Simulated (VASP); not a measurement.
**MnSi7C8: single point with PBEsol+U**

MnSi7C8:

```
Mn Si C
1.0
     0.00000    4.35800    4.35800
     4.35800    0.00000    4.35800
     4.35800    4.35800    0.00000
Mn Si C
1 7 8
Cartesian
  4.3580 4.3580 0.0000
  6.5370 6.5370 8.7058
  6.5370 8.7058 6.5370
  4.3682 6.5370 6.5370
  8.7058 6.5370 6.5370
  6.5370 4.3682 6.5370
  6.5370 6.5370 4.3682
  4.3580 4.3580 4.3580
  1.1367 1.1367 1.1367
  3.2213 3.2213 1.1367
  3.2213 1.1367 3.2213
  5.4468 3.2692 3.2692
  1.1367 3.2213 3.2213
  3.2692 5.4468 3.2692
  3.2692 3.2692 5.4468
  5.4468 5.4468 5.4468
```

```yaml
Program: VASP 6.6.1
Task: single point
Functional: PBEsol
Potentials_or_basis: VASP PAW PBE potentials, release 64 (Mn_pv, Si, C)
Cutoff: 520 eV
k_mesh: 3 × 3 × 3
Occupations: gaussian, width 0.05 eV
Spin: collinear spin, ferromagnetic start
Starting_moments: "[3.0, 0.0, 0.0, 0.0, 0.0, 0.0, 0.0, 0.0, 0.0, 0.0, 0.0, 0.0, 0.0, 0.0, 0.0, 0.0] μB"
Hubbard_terms: Mn d U = 5.5 eV
```

| Item | Value |
| --- | --- |
| Pressure | 5.8 GPa |
| Largest force | 0.399 eV/Å |
| Band gap on the k mesh | zero (filled and empty bands overlap) |
| Net moment | 3.00 μB per cell |
| Site moments | Mn +3.71; Si +0.01, +0.00 (each value once); C -0.16, -0.00 (each value once) μB |
| Valence electrons inside the program's atomic spheres | Mn 11.85; Si 1.69, 1.68 (each value once); C 2.52, 2.54 (each value once) |

Forces in eV/Å, atoms in the order of the input:
```
Mn   0.000  0.000  0.000
Si   0.000  0.000  0.060
Si   0.000  0.060  0.000
Si  -0.060  0.000  0.000
Si   0.060  0.000  0.000
Si   0.000 -0.060  0.000
Si   0.000  0.000 -0.060
Si   0.000  0.000  0.000
C    0.230  0.230  0.230
C   -0.230 -0.230  0.230
C   -0.230  0.230 -0.230
C    0.003 -0.003 -0.003
C    0.230 -0.230 -0.230
C   -0.003  0.003 -0.003
C   -0.003 -0.003  0.003
C    0.003  0.003  0.003
```

Levels at points of the mesh, in eV from the Fermi level:
Spin up:
| k point | band 35 | band 36 | band 37 | band 38 | band 39 | band 40 | band 41 | band 42 |
| --- | --- | --- | --- | --- | --- | --- | --- | --- |
| (0.00, 0.00, 0.00) | -0.92 | -0.92 | -0.92 | 0.77 | 0.77 | 0.77 | 2.16 | 2.16 |
Spin down:
```csv
k point,band 33,band 34,band 35,band 36,band 37,band 38
"(0.00, 0.00, 0.00)",-0.81,-0.81,-0.81,0.89,0.89,0.89
```

Eigenvalues of the final occupation matrices:
| site | spin | trace | eigenvalues |
| --- | --- | --- | --- |
| site 1 d | 1 | 4.39 | 0.84 0.84 0.84 0.94 0.94 |
| site 1 d | 2 | 0.69 | 0.04 0.04 0.20 0.20 0.20 |

Run time: 3.3 min on 1 thread of Intel(R) Xeon(R) Platinum 8488C (Sapphire Rapids), on a shared host, peak memory 0.41 GiB.

Caveat: the k points lie up to 0.42 Å⁻¹ apart, too coarse for converged energies and pressures of a metal; the PAW data sets were made with another functional, which shifts forces and pressure a little; the U is typed as a test and isn't derived for this compound. The state reached can hang on the start; a lower one may exist.
